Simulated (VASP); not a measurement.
Input of a VASP 6.6.1 run:

INCAR

```
PREC = Accurate
ENCUT = 520
EDIFF = 1E-6
ISMEAR = -1
SIGMA = 0.02
LREAL = Auto
LASPH = T
NELM = 100
ALGO = Normal
ISIF = 2
LWAVE = F
LCHARG = F
GGA = PE
IVDW = 12
NBANDS = 47
```

The input KPOINTS:

```
Automatic mesh
0
Gamma
  1 1 1
```

The input POSCAR:

```
H14CO7
1.0
    6.0083220000      0.0000000000      0.0000000000
    0.0000000000      6.0083220000      0.0000000000
    0.0000000000      0.0000000000      6.0083220000
O H C
7 14 1
Direct
    0.2901642089      0.7654383370      0.5794629516
    0.5131216336      0.9538936162      1.0481628648
    0.0826686719      0.9929228161      0.2285496683
    0.8011221769      1.0189866655      0.6609832163
    0.4322504686      0.5006555907      0.9488838980
    0.5349080825      0.3217703712      0.3745138826
    0.9188921632      0.5727389444      0.1335481021
    0.3397454397      0.8819933419      0.6878792448
    0.3346857908      0.6306086791      0.6641954276
    0.5994685371      0.9882293259      0.9085065681
    0.3483335281      0.9898770405      1.0695831548
    0.1386743254      0.9338380999      0.3650603280
   -0.0071567403      0.8829919568      0.1381916615
    0.7396074977      1.1629370064      0.6115517777
    0.7968281327      0.9507646228      0.5167166473
    0.4398565856      0.6529610097      1.0012446071
    0.5877680990      0.4367442357      0.9211556904
    0.5284337291      0.4321006764      0.2546468049
    0.5090439560      0.1915343419      0.2811766746
    1.0272418822      0.2930934793      0.2970712954
    0.9622653380      0.5495877218      0.4639731359
    0.9778603743      0.4626250058      0.2986690793
```

Potentials or basis: VASP PAW PBE potentials, release 64 (O, H, C).

The run is started by

```bash
$ cat potpaw_PBE.64/O/POTCAR potpaw_PBE.64/H/POTCAR potpaw_PBE.64/C/POTCAR > POTCAR
$ mpirun -np 1 vasp_gam > vasp.out
```

(1) Predict the largest force.

(2) Predict the dispersion energy per atom.

Results:

(1) 3.302 eV/Å.

(2) -0.038 eV.

Caveat: the k points lie up to 1.05 Å⁻¹ apart.
